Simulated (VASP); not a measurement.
# Al15CuN16 (a cell with a defect) in VASP: a series of runs

Al15CuN16 (a cell with a defect) is run at these levels: r2SCAN; tasks: single point.

All numbers are computed with VASP 6.6.1; they aren't measurements. Logs are shortened: lines on timing, memory, paths and dates and some standing lists are left out, and cuts for length are marked.

## (1) The cell of the first run

The cell holds a defect, 32 atoms: a = 6.260 Å, b = 6.260 Å, c = 10.035 Å, α = 90.00°, β = 90.00°, γ = 120.00°.

## (2) Single point, r2SCAN

Contents of POSCAR:

```
Al15CuN16
1.0
    6.2595139128      0.0000000578      0.0000000000
   -3.1297570064      5.4208980350      0.0000000000
    0.0000000000      0.0000000000     10.0348065929
Al Cu N
15 1 16
Direct
    0.3334810173      0.1665371374      0.2536688755
    0.3335292714      0.1665980525      0.7471977654
    0.1672670314      0.3325851646      0.9931492138
    0.3338240252      0.6635935046      0.2530129529
    0.1730379300      0.8357167086      0.4961409497
    0.3326929744      0.6639102147      0.7471441201
    0.1678875064      0.8331676268      0.9999017622
    0.8361921200      0.1660006567      0.2530406752
    0.6646962423      0.3274220016      0.4961468033
    0.8361001664      0.1672603891      0.7471348687
    0.6669032419      0.3320533418      0.9998631986
    0.8345964938      0.6654231190      0.2508558627
    0.6656567995      0.8346771367      0.4963590331
    0.8340734627      0.6659878680      0.7463275966
    0.6669016930      0.8329993209      0.9993728550
    0.1629440655      0.3372924975      0.5090036252
    0.3404777571      0.1599327906      0.4358106804
    0.1689970590      0.3307808137      0.1838554479
    0.3352844205      0.1645619091      0.9399217878
    0.1686419908      0.3314863825      0.7146800199
    0.3450311396      0.6876551081      0.4348272598
    0.1669773259      0.8300459235      0.1871221413
    0.3349928957      0.6721280646      0.9401004447
    0.1686327557      0.8318572688      0.6896318980
    0.8126935312      0.1552810485      0.4348898244
    0.6701102819      0.3330744302      0.1870699747
    0.8275890853      0.1646173349      0.9399697162
    0.6682500357      0.3313771237      0.6896217054
    0.8335905243      0.6667466299      0.4388347533
    0.6700116591      0.8298817527      0.1865203924
    0.8327385235      0.6669558562      0.9374407510
    0.6682550329      0.8316444595      0.6904261705
```

Contents of INCAR.step1:

```
SYSTEM = Al15CuN16
  ALGO = Normal
  EDIFF = 1E-5
  ENCUT = 580
  GGA = PE
  GGA_COMPAT = .FALSE.
  ISMEAR = -1
  ISYM = -1
  LASPH = .TRUE.
  LCHARG = .FALSE.
  LREAL = Auto
  LWAVE = .TRUE.
  NBANDS = 90
  NELECT = 138.0
  NELM = 120
  PREC = Accurate
  SIGMA = 0.01
```

Contents of INCAR.step2:

```
SYSTEM = Al15CuN16
  ALGO = Normal
  EDIFF = 1E-6
  ENCUT = 580
  GGA_COMPAT = .FALSE.
  ISIF = 2
  ISMEAR = -1
  ISTART = 1
  ISYM = -1
  LASPH = .TRUE.
  LCHARG = .TRUE.
  LELF = .TRUE.
  LMIXTAU = .TRUE.
  LREAL = Auto
  LVHAR = .TRUE.
  LWAVE = .FALSE.
  METAGGA = R2SCAN
  NBANDS = 90
  NELECT = 138.0
  NELM = 120
  PREC = Accurate
  SIGMA = 0.01
```

Contents of KPOINTS:

```
explicit points
1
Reciprocal
  0.25000000   0.25000000   0.25000000 1
```

Potentials or basis: VASP PAW PBE potentials, release 64 (Al, Cu, N).

Started as:

```
cat potpaw_PBE.64/Al/POTCAR potpaw_PBE.64/Cu/POTCAR potpaw_PBE.64/N/POTCAR > POTCAR
cp INCAR.step1 INCAR
mpirun -np 1 vasp_std > vasp.out
cp INCAR.step2 INCAR
mpirun -np 1 vasp_std > vasp.out
```

OUTCAR:

```text
SYSTEM = Al15CuN16
   EDIFF = 1E-6
   ENCUT = 580
   ISIF = 2
   ISMEAR = -1
   ISTART = 1
   ISYM = -1
   LASPH = .TRUE.
   LREAL = Auto
   METAGGA = R2SCAN
   NELECT = 138.0
   NELM = 120
   PREC = Accurate

 ion  position               nearest neighbor table
   1  0.333  0.167  0.254-  17 1.83  18 1.91  22 1.94  26 1.94   5 3.02   9 3.02   4 3.11   8 3.11
                             7 3.12  11 3.12  12 3.13  12 3.13   8 3.15   4 3.15   3 3.17
   2  0.334  0.167  0.747-  20 1.82  28 1.90  24 1.90  19 1.93  16 3.02   3 3.06   5 3.09   9 3.09
                            11 3.11   7 3.11   6 3.12  10 3.12  14 3.13  14 3.13  10 3.14   6 3.14
   3  0.167  0.333  0.993-  19 1.90  18 1.91  23 1.92  27 1.92  10 3.05   6 3.05   2 3.06   7 3.13
                            11 3.13  15 3.13  15 3.13  11 3.13   7 3.13   4 3.17   8 3.17   1 3.17
   4  0.334  0.664  0.253-  21 1.83  22 1.92  18 1.93  30 1.94  13 3.03   5 3.03   1 3.11   8 3.11
                            15 3.12   7 3.12  12 3.13  12 3.13   8 3.14   1 3.15   3 3.17
   5  0.173  0.836  0.496-  21 1.84  17 1.86  29 1.93  24 1.94   1 3.02   4 3.03  12 3.07   9 3.08
                            13 3.09   2 3.09   6 3.09  14 3.11  13 3.17   9 3.18
   6  0.333  0.664  0.747-  20 1.83  24 1.89  32 1.91  23 1.94  16 2.97   3 3.05   5 3.09  13 3.10
                            10 3.11  15 3.11   2 3.12   7 3.12  14 3.13  14 3.13   2 3.14  10 3.15
   7  0.168  0.833  1.000-  23 1.88  22 1.88  19 1.89  31 1.92  12 3.10   2 3.11   6 3.12  14 3.12
                             1 3.12  11 3.12   4 3.12  15 3.12   3 3.13   3 3.13  15 3.14  11 3.14
   8  0.836  0.166  0.253-  25 1.83  26 1.92  18 1.93  30 1.94  13 3.03   9 3.03   1 3.11   4 3.11
                            15 3.12  11 3.12  12 3.13  12 3.13   4 3.14   1 3.15   3 3.17
   9  0.665  0.327  0.496-  25 1.84  17 1.86  29 1.93  28 1.94   1 3.02   8 3.03  12 3.07   5 3.08
                            13 3.09   2 3.09  10 3.09  14 3.11  13 3.17   5 3.18
  10  0.836  0.167  0.747-  20 1.83  28 1.89  32 1.91  27 1.94  16 2.98   3 3.05   9 3.09  13 3.10
                             6 3.11  15 3.11   2 3.12  11 3.12  14 3.13  14 3.13   2 3.14   6 3.15
  11  0.667  0.332  1.000-  27 1.88  26 1.88  19 1.90  31 1.92  12 3.10   2 3.11  10 3.12  14 3.12
                             1 3.12   7 3.12  15 3.12   8 3.12   3 3.13   3 3.13  15 3.14   7 3.14
  12  0.835  0.665  0.251-  29 1.89  30 1.90  22 1.91  26 1.91   9 3.07   5 3.07  13 3.07   7 3.10
                            11 3.10  15 3.11   8 3.13   4 3.13   1 3.13   1 3.13   4 3.13   8 3.13
  13  0.666  0.835  0.496-  25 1.85  21 1.85  29 1.91  32 1.95   8 3.03   4 3.03  12 3.07   5 3.09
                             9 3.09  10 3.10   6 3.10  14 3.10   9 3.17   5 3.17
  14  0.834  0.666  0.746-  32 1.88  24 1.90  28 1.90  31 1.92  13 3.10   9 3.11   5 3.11  15 3.12
                             7 3.12  11 3.12   6 3.13  10 3.13   2 3.13   2 3.13  10 3.13   6 3.13
  15  0.667  0.833  0.999-  30 1.88  27 1.89  23 1.90  31 1.90  12 3.11   6 3.11  10 3.11  14 3.12
                             8 3.12   4 3.12  11 3.12   7 3.12   3 3.13   3 3.13   7 3.14  11 3.14
  16  0.163  0.337  0.509-  25 2.04  21 2.04  17 2.06  20 2.06   6 2.97  10 2.98   2 3.02
  17  0.340  0.160  0.436-   1 1.83   5 1.86   9 1.86  16 2.06
  18  0.169  0.331  0.184-   3 1.91   1 1.91   4 1.93   8 1.93
  19  0.335  0.165  0.940-   7 1.89  11 1.90   3 1.90   2 1.93
  20  0.169  0.331  0.715-   2 1.82   6 1.83  10 1.83  16 2.06
  21  0.345  0.688  0.435-   4 1.83   5 1.84  13 1.85  16 2.04
  22  0.167  0.830  0.187-   7 1.88  12 1.91   4 1.92   1 1.94
[... 8 lines left out ...]
  31  0.833  0.667  0.937-  15 1.90  14 1.92  11 1.92   7 1.92
  32  0.668  0.832  0.690-  14 1.88   6 1.91  10 1.91  13 1.95

IMPORTANT INFORMATION: All symmetrisations will be switched off!
NOSYMM: (Re-)initialisation of all symmetry stuff for point group C_1.

----------------------------------------------------------------------------------------

                                     Primitive cell

  volume of cell :     340.5029

  direct lattice vectors                    reciprocal lattice vectors
     6.259513913  0.000000058  0.000000000     0.159756813  0.092235641  0.000000000
    -3.129757006  5.420898035  0.000000000    -0.000000002  0.184471279  0.000000000
     0.000000000  0.000000000 10.034806593     0.000000000  0.000000000  0.099653141

  length of vectors
     6.259513913  6.259513913 10.034806593     0.184471279  0.184471279  0.099653141

  position of ions in fractional coordinates (direct lattice)
     0.333481017  0.166537137  0.253668875
     0.333529271  0.166598052  0.747197765
     0.167267031  0.332585165  0.993149214
     0.333824025  0.663593505  0.253012953
     0.173037930  0.835716709  0.496140950
     0.332692974  0.663910215  0.747144120
[... 24 lines left out ...]
     0.832738523  0.666955856  0.937440751
     0.668255033  0.831644459  0.690426170

  ion indices of the primitive-cell ions
   primitive index   ion index
                 1           1
                 2           2
                 3           3
                 4           4
                 5           5
                 6           6
[... 24 lines left out ...]
                31          31
                32          32

----------------------------------------------------------------------------------------

 KPOINTS: explicit points

Read explicit list of k-points.

 Found      1 k-points:

 Following reciprocal coordinates:
            Coordinates               Weight
  0.250000  0.250000  0.250000      1.000000
   k-points           NKPTS =      1   k-points in BZ     NKDIM =      1   number of bands    NBANDS=     90
   number of dos      NEDOS =    301   number of ions     NIONS =     32
   total plane-waves  NPLWV = 200000
   dimension x,y,z NGX =    50 NGY =   50 NGZ =   80
   dimension x,y,z NGXF=   100 NGYF=  100 NGZF=  160
   ions per type =              15   1  16
   NGX,Y,Z   is equivalent  to a cutoff of  13.28, 13.28, 13.25 a.u.
   NGXF,Y,Z  is equivalent  to a cutoff of  26.56, 26.56, 26.51 a.u.
 SYSTEM =  Al15CuN16
   PREC   = accura    normal or accurate (medium, high low for compatibility)
   ISTART =      1    job   : 0-new  1-cont  2-samecut
   ICHARG =      0    charge: 1-file 2-atom 10-const
   ISPIN  =      1    spin polarized calculation?
   LNONCOLLINEAR =      F non collinear calculations
   LSORBIT =      F    spin-orbit coupling
   LASPH  =      T    aspherical Exc in radial PAW
   ENCUT  =  580.0 eV  42.63 Ry    6.53 a.u.  12.29 12.29 19.71*2*pi/ulx,y,z
   NELM   =    120;   NELMIN=  2; NELMDL=  0     # of ELM steps
   EDIFF  = 0.1E-05   stopping-criterion for ELM
   LREAL  =      T    real-space projection
   EDIFFG = 0.1E-04   stopping-criterion for IOM
   NSW    =      0    number of steps for IOM
   IBRION =     -1    ionic relax: 0-MD 1-quasi-New 2-CG
   NFREE  =      0    steps in history (QN), initial steepest desc. (CG)
   ISIF   =      2    stress and relaxation
   ISYM   =     -1    0-nonsym 1-usesym 2-fastsym
   POTIM  = 0.5000    time-step for ionic-motion
   TEBEG  =    0.0;   TEEND  =   0.0 temperature during run
   PSTRESS=    0.0 pullay stress
   NELECT =     138.0000    total number of electrons
   NUPDOWN=      -1.0000    fix difference up-down
   EMIN   =  10.00;   EMAX   =-10.00  energy-range for DOS
   EFERMI =   0.00;   METHOD = LEGACY
   ISMEAR =    -1;   SIGMA  =   0.01  broadening in eV -4-tet -1-fermi 0-gaus
   EFERMI_NEDOS =   21; number of points for ismear=-14 and -15
   IALGO  =     38    algorithm
   IMIX   =      4    mixing-type and parameters
     AMIX     =   0.40;   BMIX     =  1.00
     AMIX_MAG =   1.60;   BMIX_MAG =  1.00
  volume/ion in A,a.u.               =      10.64        71.81
  Fermi-wavevector in a.u.,A,eV,Ry     =   1.211512  2.289425 19.970092  1.467760
  Thomas-Fermi vector in A             =   2.347025
   LORBIT       =      0    0 simple, 1 ext, 2 COOP (PROOUT), +10 PAW based schemes
   METAGGA = R2SCAN    functional components
   LHFCALC =     F    Hartree Fock is set to
   AEXX    =    0.0000 exact exchange contribution
   IVDW    =     0    specifies the selected vdW correction
   LEPSILON=     F    determine dielectric tensor
   LRPA    =     F    only Hartree local field effects (RPA)
 non-spin polarized calculation
  energy-cutoff  :      580.00
  volume of cell :      340.50
 maximum number of plane-waves:     10794
 NGX is ok and might be reduce to    50
   NGX = 25   NGY = 25   NGZ = 39

 number of electron     137.9999994 magnetization

 Free energy of the ion-electron system (eV)
  ---------------------------------------------------
  ext. energy  EPLUGINS =         0.00000000
  ---------------------------------------------------
  free energy    TOTEN  =      -293.57916738 eV

  energy without entropy =     -293.57916738  energy(sigma->0) =     -293.57916738

 E-fermi :   8.5967     XC(G=0): -11.4832

 val. band max:        8.3060034085   @ k =   0.2500   0.2500   0.2500
 cond. band min:      11.6133666763   @ k =   0.2500   0.2500   0.2500
 fundamental gap:      3.3073632678
 Fermi energy:         8.5967458213

 k-point     1 :       0.2500    0.2500    0.2500
  band No.  band energies     occupation
      1      -9.9663      2.00000
      2      -9.3974      2.00000
      3      -9.3655      2.00000
      4      -9.2938      2.00000
      5      -8.8959      2.00000
      6      -8.7764      2.00000
[... 73 lines left out ...]
     80      13.3808      0.00000
     81      13.4908      0.00000
 [bands above 81 left out]

------------------------ aborting loop because EDIFF is reached ----------------------------------------

  FORCE on cell =-STRESS in cart. coord.  units (eV):
  Direction    XX          YY          ZZ          XY          YZ          ZX
  --------------------------------------------------------------------------------------
  -------------------------------------------------------------------------------------
  Total       15.0982482      5.7673911     20.8497512     -8.1223904      0.3455279     -0.0799945
  in kB       71.0421812     27.1374560     98.1048783    -38.2184953      1.6258216     -0.3764001
  external PRESSURE =      65.4281718 kB  Pullay stress =       0.0000000 kB

 VOLUME and BASIS-vectors are now :
 -----------------------------------------------------------------------------
  energy-cutoff  :      580.00
  volume of cell :      340.50
      direct lattice vectors                 reciprocal lattice vectors
     6.259513913  0.000000058  0.000000000     0.159756813  0.092235641  0.000000000
    -3.129757006  5.420898035  0.000000000    -0.000000002  0.184471279  0.000000000
     0.000000000  0.000000000 10.034806593     0.000000000  0.000000000  0.099653141

 POSITION                                       TOTAL-FORCE (eV/Angst)
 -----------------------------------------------------------------------------------
      1.56621      0.90278      2.54552        -0.000687      0.004584      0.047628
      1.56632      0.90311      7.49799        -0.059841      0.033816      0.027511
      0.00610      1.80291      9.96606         0.008310     -0.008153      0.007373
      0.01269      3.59727      2.53894        -0.010207      0.020151      0.053134
     -1.53246      4.53034      4.97868         0.057640      0.024548     -0.030548
      0.00462      3.59899      7.49745        -0.002504     -0.037311      0.039812
[... 24 lines left out ...]
      3.12513      3.61550      9.40704        -0.002446      0.007546      0.009412
      1.58011      4.50826      6.92829         0.009479     -0.006971     -0.003284
 -----------------------------------------------------------------------------------
    total drift:                               -0.005066      0.005354     -0.012195

  FREE ENERGIE OF THE ION-ELECTRON SYSTEM (eV)
  ---------------------------------------------------
  free  energy   TOTEN  =      -293.5791673823 eV

  energy  without entropy=     -293.5791673823  energy(sigma->0) =     -293.57916738
```

Wall time 3.8 min (1 thread of Intel Xeon Platinum 8488C (Sapphire Rapids), shared host); peak memory 0.53 GiB.

What came out:

```
Free energy   : -293.5792 eV
Largest force : 0.156 eV/Å
```

Forces on the atoms (eV/Å):
```
Al  -0.001  0.005  0.048
Al  -0.060  0.034  0.028
Al   0.008 -0.008  0.007
Al  -0.010  0.020  0.053
Al   0.058  0.025 -0.031
Al  -0.003 -0.037  0.040
Al   0.021  0.000  0.008
Al  -0.014  0.011  0.051
Al   0.007 -0.072 -0.031
Al   0.035  0.024  0.036
Al   0.002 -0.027  0.009
Al  -0.009  0.011  0.001
Al  -0.041  0.022 -0.034
Al  -0.010  0.007  0.024
Al  -0.008 -0.003  0.015
Cu  -0.002 -0.001 -0.021
N    0.122 -0.068 -0.070
N   -0.003 -0.004  0.017
N   -0.004  0.010  0.008
N    0.000 -0.002  0.060
N   -0.015  0.125 -0.060
N   -0.006 -0.017 -0.024
N    0.003 -0.005 -0.005
N    0.005 -0.012  0.003
N   -0.115 -0.047 -0.063
N    0.006  0.006 -0.023
N    0.006  0.011  0.000
N    0.011  0.002  0.005
N   -0.008  0.006 -0.035
N    0.017 -0.015 -0.022
N   -0.002  0.008  0.009
N    0.009 -0.007 -0.003
```

Caveat: the cell carries a net charge on a neutralising background, which shifts energy and pressure; the cell is charged against a uniform background, so pressure and absolute levels hang on convention; the PAW data sets were made with another functional, which shifts forces and pressure a little.

## (3) Single point, r2SCAN

Contents of POSCAR:

```
Al15CuN16
1.0
    6.2595139128      0.0000000578      0.0000000000
   -3.1297570064      5.4208980350      0.0000000000
    0.0000000000      0.0000000000     10.0348065929
Al Cu N
15 1 16
Direct
    0.3334810138      0.1665371335      0.2536688740
    0.3335292715      0.1665980544      0.7471977649
    0.1672670329      0.3325851675      0.9931492140
    0.3338240218      0.6635935012      0.2530129535
    0.1730379275      0.8357167072      0.4961409501
    0.3326929791      0.6639102185      0.7471441203
    0.1678875060      0.8331676285      0.9999017625
    0.8361921187      0.1660006541      0.2530406766
    0.6646962404      0.3274219964      0.4961468031
    0.8361001671      0.1672603871      0.7471348695
    0.6669032410      0.3320533430      0.9998631987
    0.8345964886      0.6654231163      0.2508558624
    0.6656567970      0.8346771391      0.4963590340
    0.8340734635      0.6659878707      0.7463275951
    0.6669016938      0.8329993221      0.9993728574
    0.1629440787      0.3372925033      0.5090036198
    0.3404777575      0.1599327840      0.4358106786
    0.1689970559      0.3307808111      0.1838554492
    0.3352844220      0.1645619110      0.9399217868
    0.1686419923      0.3314863854      0.7146800183
    0.3450311399      0.6876551123      0.4348272603
    0.1669773187      0.8300459166      0.1871221428
    0.3349929011      0.6721280711      0.9401004440
    0.1686327578      0.8318572703      0.6896318967
    0.8126935362      0.1552810504      0.4348898262
    0.6701102758      0.3330744268      0.1870699759
    0.8275890910      0.1646173362      0.9399697169
    0.6682500338      0.3313771201      0.6896217058
    0.8335905192      0.6667466278      0.4388347558
    0.6700116561      0.8298817520      0.1865203940
    0.8327385268      0.6669558592      0.9374407501
    0.6682550344      0.8316444600      0.6904261680
```

INCAR.step1 is that of step 2.

INCAR.step2 is that of step 2.

KPOINTS is that of step 2.

Potentials or basis: VASP PAW PBE potentials, release 64 (Al, Cu, N).

Started as:

```
cat potpaw_PBE.64/Al/POTCAR potpaw_PBE.64/Cu/POTCAR potpaw_PBE.64/N/POTCAR > POTCAR
cp INCAR.step1 INCAR
mpirun -np 1 vasp_std > vasp.out
cp INCAR.step2 INCAR
mpirun -np 1 vasp_std > vasp.out
```

Wall time 4.4 min (1 thread of Intel Xeon Platinum 8488C (Sapphire Rapids), shared host); peak memory 0.52 GiB.

Results (log left out):

| Item | Value |
| --- | --- |
| Free energy | -293.5792 eV |
| Largest force | 0.156 eV/Å |

Forces in eV/Å, atoms in the order of the input:
```
Al  -0.001  0.005  0.048
Al  -0.060  0.034  0.028
Al   0.008 -0.008  0.007
Al  -0.010  0.020  0.053
Al   0.058  0.025 -0.031
Al  -0.003 -0.037  0.040
Al   0.021  0.000  0.008
Al  -0.014  0.011  0.051
Al   0.007 -0.072 -0.031
Al   0.035  0.024  0.036
Al   0.002 -0.027  0.009
Al  -0.009  0.011  0.001
Al  -0.041  0.022 -0.034
Al  -0.010  0.007  0.024
Al  -0.008 -0.003  0.015
Cu  -0.002 -0.001 -0.021
N    0.122 -0.068 -0.070
N   -0.003 -0.004  0.017
N   -0.004  0.010  0.008
N    0.000 -0.002  0.060
N   -0.015  0.125 -0.060
N   -0.006 -0.017 -0.024
N    0.003 -0.005 -0.005
N    0.005 -0.012  0.003
N   -0.115 -0.047 -0.063
N    0.006  0.006 -0.023
N    0.006  0.011  0.000
N    0.011  0.002  0.005
N   -0.008  0.006 -0.035
N    0.017 -0.015 -0.022
N   -0.002  0.008  0.009
N    0.009 -0.007 -0.003
```

Levels at points of the mesh, in eV from the Fermi level:
```tsv
k point	band 65	band 66	band 67	band 68	band 69	band 70	band 71	band 72	band 73	band 74
(0.25, 0.25, 0.25)	-1.03	-0.92	-0.55	-0.38	-0.29	3.02	3.53	3.68	3.72	3.89
```

Caveat: the cell carries a net charge on a neutralising background, which shifts energy and pressure; the cell is charged against a uniform background, so pressure and absolute levels hang on convention; the PAW data sets were made with another functional, which shifts forces and pressure a little.
